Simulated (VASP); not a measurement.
Runs of VASP 6.6.1 on Ba2Ir. The structure is that of space group P6/mmm (No. 191), or close to it. The cells are those of the table. 

| task | cell | k mesh | cutoff (eV) | gap on the mesh (eV) | pressure (GPa) |
| --- | --- | --- | --- | --- | --- |
| single point | a = 4.464, b = 4.464, c = 4.820 Å, angles 90.0, 90.0, 120.0°, 3 atoms | 6 × 6 × 4 | 520 | none | 28.9 |
| relaxation of cell and atoms | relaxed from a = 4.464, b = 4.464, c = 4.820 Å, angles 90.0, 90.0, 120.0°, 3 atoms | 6 × 6 × 4 | 600 | none | 0.0 |
| single point | a = 5.403, b = 5.403, c = 3.325 Å, angles 90.0, 90.0, 120.0°, 3 atoms | 6 × 6 × 6 | 520 | none | (a) |
| single point | a = 5.385, b = 5.385, c = 3.387 Å, angles 90.0, 90.0, 120.0°, 3 atoms | 12 × 12 × 14 | 520 | none | 2.1 |
| single point | a = 5.377, b = 5.377, c = 3.368 Å, angles 90.0, 90.0, 120.0°, 3 atoms | 6 × 6 × 4 | 520 | none | 2.4 |

Alike in all rows: level PBE; potentials or basis VASP PAW PBE potentials, release 64 (Ba_sv, Ir); no spin polarisation; smearing gaussian 0.1 eV.

Question: Estimate the missing entries.

Answer: (a) 2.0.

Caveats: some runs use coarse meshes; spin-orbit coupling is left out, which moves the levels of the heavy elements; the stress differs along the axes, from -18 to 52 GPa (at least some runs); a cell axis changed by over 15 % at a fixed basis, so the end point is rough (at least some runs).

A k mesh can miss the band edges, and the runs leave out spin-orbit coupling on Ba, Ir.

A gap of «none» marks levels without a gap at the run's occupations.
